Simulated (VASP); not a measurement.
# Ta: single point with PBE

Ta:

```
Ta
1.0
    -1.66072    1.66072    1.66072
     1.66072   -1.66072    1.66072
     1.66072    1.66072   -1.66072
Ta
1
Direct
  0.00000 0.00000 0.00000
```

```
Program                : VASP 6.6.1
Task                   : single point
Functional             : PBE
Potentials or basis    : VASP PAW PBE potentials, release 64 (Ta_pv)
Cutoff                 : 520 eV
k mesh                 : 13 × 13 × 13
Occupations            : methfessel-paxton, width 0.1 eV
Spin                   : no spin polarisation
Dipole correction      : no
Further INCAR settings : ALGO = Normal; EDIFF = 1e-06; NBANDS = 12
```

The pressure is 0.4 GPa.

Levels at points of the mesh, in eV from the Fermi level:
```tsv
k point	band 1	band 2	band 3	band 4	band 5	band 6	band 7	band 8	band 9	band 10
(0.00, 0.00, 0.00)	-33.11	-33.11	-33.11	-7.81	0.76	0.76	0.76	3.98	3.98	14.66
```

Run time: 21 s on 1 thread of Intel Xeon 8259CL, with other jobs on the host, peak memory 0.15 GiB.

Caveat: spin-orbit coupling is left out, which moves the levels of the heavy elements.
